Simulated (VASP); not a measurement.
# Fe (P6_3/mmc) in VASP: notebook, part 2 of 3

VASP 6.6.1.

## 4. Electric field gradients, PBE (zz strain of +2 %)

Contents of INCAR:

```
PREC = Accurate
ENCUT = 520
EDIFF = 1E-8
ISMEAR = -1
SIGMA = 0.08
LREAL = F
LASPH = T
NELM = 120
ALGO = Normal
ISIF = 2
LWAVE = F
LCHARG = F
GGA = PE
LEFG = T
NBANDS = 15
GGA_COMPAT = F
```

Contents of KPOINTS:

```
regular mesh
0
Gamma
  17 17 10
```

Contents of POSCAR:

```
Fe
1.0
    2.4341575853      0.0000000000      0.0000000000
   -1.2170787927      2.1080423057      0.0000000000
    0.0000000000      0.0000000000      3.9187731594
Fe
2
Direct
    0.3333333333      0.6666666667      0.2500000000
    0.6666666667      0.3333333333      0.7500000000
```

Potentials or basis: VASP PAW PBE potentials, release 64 (Fe).

Run with:

```
> cat potpaw_PBE.64/Fe/POTCAR > POTCAR
> mpirun -np 1 vasp_std > vasp.out
```

OUTCAR:

```text
PREC = Accurate
   ENCUT = 520
   EDIFF = 1E-8
   ISMEAR = -1
   LREAL = F
   LASPH = T
   NELM = 120
   ISIF = 2
   GGA = PE

 ion  position               nearest neighbor table
   1  0.333  0.667  0.250-   2 2.41   2 2.41   2 2.41   2 2.41   2 2.41   2 2.41
   2  0.667  0.333  0.750-   1 2.41   1 2.41   1 2.41   1 2.41   1 2.41   1 2.41

  LATTYP: Found a hexagonal cell.
 ALAT       =     2.4341575853
 C/A-ratio  =     1.6099093925

  Lattice vectors:

 A1 = (   2.4341575853,   0.0000000000,   0.0000000000)
 A2 = (  -1.2170787927,   2.1080423057,   0.0000000000)
 A3 = (   0.0000000000,   0.0000000000,   3.9187731594)

Analysis of symmetry for initial positions (statically):
=====================================================================
 Subroutine PRICEL returns:
 Original cell was already a primitive cell.

 Routine SETGRP: Setting up the symmetry group for a
 hexagonal supercell.

 Subroutine GETGRP returns: Found 24 space group operations
 (whereof 12 operations were pure point group operations)
 out of a pool of 24 trial point group operations.

The static configuration has the point symmetry D_3d.
 The point group associated with its full space group is D_6h.

Analysis of symmetry for dynamics (positions and initial velocities):
=====================================================================
 Subroutine PRICEL returns:
 Original cell was already a primitive cell.

 Routine SETGRP: Setting up the symmetry group for a
 hexagonal supercell.

 Subroutine GETGRP returns: Found 24 space group operations
 (whereof 12 operations were pure point group operations)
 out of a pool of 24 trial point group operations.

The dynamic configuration has the point symmetry D_3d.
 The point group associated with its full space group is D_6h.

 Subroutine INISYM returns: Found 24 space group operations
 (whereof 12 operations are pure point group operations),
 and found     1 'primitive' translations

----------------------------------------------------------------------------------------

                                     Primitive cell

  volume of cell :      20.1084

  direct lattice vectors                    reciprocal lattice vectors
     2.434157585  0.000000000  0.000000000     0.410819746  0.237186891  0.000000000
    -1.217078793  2.108042306  0.000000000     0.000000000  0.474373781  0.000000000
     0.000000000  0.000000000  3.918773159     0.000000000  0.000000000  0.255181905

  length of vectors
     2.434157585  2.434157585  3.918773159     0.474373781  0.474373781  0.255181905

  position of ions in fractional coordinates (direct lattice)
     0.333333333  0.666666667  0.250000000
     0.666666667  0.333333333  0.750000000

  ion indices of the primitive-cell ions
   primitive index   ion index
                 1           1
                 2           2

----------------------------------------------------------------------------------------

 KPOINTS: regular mesh

Automatic generation of k-mesh.
 Grid dimensions read from file:
 generate k-points for:   17   17   10
[... 84 lines left out ...]
     AMIX_MAG =   1.60;   BMIX_MAG =  1.00
  volume/ion in A,a.u.               =      10.05        67.85
  Fermi-wavevector in a.u.,A,eV,Ry     =   1.517011  2.866735 31.311399  2.301323
  Thomas-Fermi vector in A             =   2.626324
   LORBIT       =      0    0 simple, 1 ext, 2 COOP (PROOUT), +10 PAW based schemes
   GGA     = PE    functional components
   LHFCALC =     F    Hartree Fock is set to
   AEXX    =    0.0000 exact exchange contribution
   IVDW    =     0    specifies the selected vdW correction
   LEPSILON=     F    determine dielectric tensor
   LRPA    =     F    only Hartree local field effects (RPA)
 non-spin polarized calculation
  energy-cutoff  :      520.00
  volume of cell :       20.11
 maximum number of plane-waves:       563
 NGX is ok and might be reduce to    18
   NGX =  9   NGY =  9   NGZ = 15

 number of electron      16.0000019 magnetization

 Free energy of the ion-electron system (eV)
  ---------------------------------------------------
  ext. energy  EPLUGINS =         0.00000000
  ---------------------------------------------------
  free energy    TOTEN  =       -16.32503801 eV

  energy without entropy =      -16.26916754  energy(sigma->0) =      -16.29710278

 E-fermi :   7.0610     XC(G=0): -13.8712

 val. band max:        7.0590864425   @ k =   0.2941   0.0588   0.1000
 cond. band min:       7.0694144476   @ k =   0.2353   0.0588   0.2000
 fundamental gap:      0.0103280050
 Fermi energy:         7.0609614192

 k-point     1 :       0.0000    0.0000    0.0000
  band No.  band energies     occupation
      1      -1.9338      2.00000
      2       2.0460      2.00000
      3       5.3922      2.00000
      4       5.3922      2.00000
      5       5.3927      2.00000
      6       5.8376      2.00000
      7       5.8376      2.00000
      8       6.2902      1.99987
      9       6.2902      1.99987
     10       7.3735      0.03941
     11       7.7836      0.00024
     12       7.7836      0.00024
     13      15.7073      0.00000
     14      29.3118      0.00000
[... 401 lines left out ...]
      2       3.4053      2.00000
      3       3.6489      2.00000
      4       3.8822      2.00000
      5       5.1755      2.00000
      6       5.4699      2.00000
      7       5.9506      2.00000
      8       6.5009      1.99818
      9       7.2164      0.25068
     10       7.7433      0.00040
     11       7.9549      0.00003
     12      14.3329      0.00000
     13      16.1972      0.00000
     14      20.8126      0.00000
     15      21.5838      0.00000

 [... further k-points ...]

------------------------ aborting loop because EDIFF is reached ----------------------------------------

  FORCE on cell =-STRESS in cart. coord.  units (eV):
  Direction    XX          YY          ZZ          XY          YZ          ZX
  --------------------------------------------------------------------------------------
  -------------------------------------------------------------------------------------
  Total        0.8124371      0.8124371     -0.2111806     -0.0000000      0.0000000      0.0000000
  in kB       64.7324730     64.7324730    -16.8262166     -0.0000000      0.0000000      0.0000000
  external PRESSURE =      37.5462432 kB  Pullay stress =       0.0000000 kB

 VOLUME and BASIS-vectors are now :
 -----------------------------------------------------------------------------
  energy-cutoff  :      520.00
  volume of cell :       20.11
      direct lattice vectors                 reciprocal lattice vectors
     2.434157585  0.000000000  0.000000000     0.410819746  0.237186891  0.000000000
    -1.217078793  2.108042306  0.000000000     0.000000000  0.474373781  0.000000000
     0.000000000  0.000000000  3.918773159     0.000000000  0.000000000  0.255181905

 POSITION                                       TOTAL-FORCE (eV/Angst)
 -----------------------------------------------------------------------------------
     -0.00000      1.40536      0.97969        -0.000000      0.000000      0.000000
      1.21708      0.70268      2.93908         0.000000     -0.000000      0.000000
 -----------------------------------------------------------------------------------
    total drift:                                0.000000     -0.000000     -0.000000

  FREE ENERGIE OF THE ION-ELECTRON SYSTEM (eV)
  ---------------------------------------------------
  free  energy   TOTEN  =       -16.3250380119 eV

  energy  without entropy=      -16.2691675427  energy(sigma->0) =      -16.29710278

 Electric field gradients (V/A^2)
---------------------------------------------------------------------
 ion       V_xx      V_yy      V_zz      V_xy      V_xz      V_yz
---------------------------------------------------------------------
   1       1.318     1.318    -2.636     0.000     0.000    -0.000
   2       1.318     1.318    -2.636     0.000    -0.000     0.000
---------------------------------------------------------------------

 Electric field gradients after diagonalization (V/A^2)
 (convention: |V_zz| > |V_xx| > |V_yy|)
----------------------------------------------------------------------
 ion       V_xx      V_yy      V_zz     asymmetry (V_yy - V_xx)/ V_zz
----------------------------------------------------------------------
   1       1.318     1.318    -2.636       0.000
   2       1.318     1.318    -2.636       0.000
----------------------------------------------------------------------

           NMR quadrupolar parameters

 Cq : quadrupolar parameter    Cq=e*Q*V_zz/h
 eta: asymmetry parameters     (V_yy - V_xx)/ V_zz
 Q  : nuclear electric quadrupole moment in mb (millibarn)
----------------------------------------------------------------------
 ion       Cq(MHz)       eta       Q (mb)
----------------------------------------------------------------------
   1      -0.006       0.000       1.000
   2      -0.006       0.000       1.000
----------------------------------------------------------------------
```

OSZICAR:

```text
N       E                     dE             d eps       ncg     rms          rms(c)
DAV:   1     0.767717174696E+02    0.76772E+02   -0.72689E+03  6052   0.144E+03
DAV:   2    -0.174702620761E+02   -0.94242E+02   -0.84230E+02  5940   0.246E+02
DAV:   3    -0.194793421935E+02   -0.20091E+01   -0.19262E+01  7214   0.517E+01
DAV:   4    -0.194914717455E+02   -0.12130E-01   -0.12128E-01  7109   0.346E+00
DAV:   5    -0.194916248236E+02   -0.15308E-03   -0.15308E-03  7375   0.381E-01    0.175E+01
DAV:   6    -0.165453528829E+02    0.29463E+01   -0.12236E+01  6584   0.751E+01    0.249E+00
DAV:   7    -0.163637231528E+02    0.18163E+00   -0.84036E-01  7081   0.183E+01    0.104E+00
DAV:   8    -0.163366351557E+02    0.27088E-01   -0.54636E-03  9061   0.116E+00    0.499E-01
DAV:   9    -0.163250781528E+02    0.11557E-01   -0.19827E-03  9032   0.545E-01    0.782E-02
DAV:  10    -0.163250509568E+02    0.27196E-04   -0.19262E-04  7807   0.258E-01    0.366E-02
DAV:  11    -0.163250362805E+02    0.14676E-04   -0.14123E-05  7677   0.844E-02    0.407E-03
DAV:  12    -0.163250373632E+02   -0.10827E-05   -0.73112E-07  6759   0.102E-02    0.206E-03
DAV:  13    -0.163250378862E+02   -0.52302E-06   -0.70133E-09  5797   0.101E-03    0.244E-04
DAV:  14    -0.163250380176E+02   -0.13141E-06   -0.15063E-09  3705   0.395E-04    0.363E-05
DAV:  15    -0.163250380119E+02    0.57737E-08   -0.36724E-10  3516   0.261E-04
   1 F= -.16325038E+02 E0= -.16297103E+02  d E =-.558705E-01
```

Run time: 53 s. Hardware: 1 thread of Intel Xeon 6975P-C, shared host; peak memory 0.17 GiB.

Results:

```
Free energy            : -16.3250 eV
Pressure               : 3.8 GPa
Band gap on the k mesh : zero (band 8 reaches 7.96 eV, above the bottom of band 9 at 6.08 eV)
```

Stress tensor (GPa, compression positive):
```
 6.47  0.00  0.00
 0.00  6.47  0.00
 0.00  0.00 -1.68
```

Electric field gradients, principal values (V/Å²):
| atom | least | middle | greatest (by size) |
| --- | --- | --- | --- |
| 1 Fe | 1.318 | 1.318 | -2.636 |
| 2 Fe | 1.318 | 1.318 | -2.636 |

Caveat: the cell differs from its parent crystal (zz strain of +2 %); without QUAD_EFG the Cq values of the log hold for a quadrupole moment of 1 mb, not for the nuclei; the run has no spin polarisation, though such a crystal can be magnetic. Spin polarisation is off, so any magnetic state and its effect on volume and gap are missing.

[end of part 2 of 3]
